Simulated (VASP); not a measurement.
Set up this calculation in VASP 6.6.1, as the native input.

- Task: single point
- Functional: PBEsol
- Potentials or basis: VASP PAW PBE potentials, release 64 (W_sv)
- Cutoff: 520 eV
- k mesh: 16 × 16 × 12
- Occupations: gaussian, width 0.15 eV
- Spin: no spin polarisation
- Dipole correction: no
- Further INCAR settings: ALGO = Fast; EDIFF = 1e-07; NBANDS = 21

The structure of W lies in POSCAR:

```
W
1.0
    0.0000000000     -1.9991269216     -1.9991269216
    0.0000000000      1.9991269216     -1.9991269216
    3.9982538432      0.0000000000      0.0000000000
W
2
Direct
    0.5202088219      0.4797911781      0.4829925756
   -0.0202088219      0.0202088219      0.0170074244
```

This cell differs from its parent crystal: atoms displaced along several vibrational modes.

The input as run:

INCAR

```
SYSTEM = W
PREC = Accurate ; ENCUT = 520
EDIFF = 1E-7 ; ISMEAR = 0
SIGMA = 0.15 ; LREAL = .False.
LASPH = .True. ; NELM = 80
ALGO = Fast ; ISIF = 2
LWAVE = .False. ; LCHARG = .False.
GGA = PS ; NBANDS = 21
```

KPOINTS

```
Automatic mesh
0
Gamma
  16 16 12
  0 0 0
```

Potentials or basis: VASP PAW PBE potentials, release 64 (W_sv).

Launch:

```sh
$ cat potpaw_PBE.64/W_sv/POTCAR > POTCAR
$ mpirun -np 1 vasp_std > vasp.out
```

It gave:

```
Pressure               : 4.6 GPa
Largest force          : 1.894 eV/Å
Band gap on the k mesh : zero (bands 14 and 15 overlap by 3.71 eV)
```

Caveat: the cell differs from its parent crystal (atoms displaced along several vibrational modes); the stress differs along the axes, from 0 to 9 GPa; the PAW data sets were made with another functional, which shifts forces and pressure a little; spin-orbit coupling is left out, which moves the levels of the heavy elements.

It took 5.6 min on 1 thread of AMD EPYC 9R45 96-Core Processor (Zen 5), with other jobs on the host, peak memory 0.47 GiB.
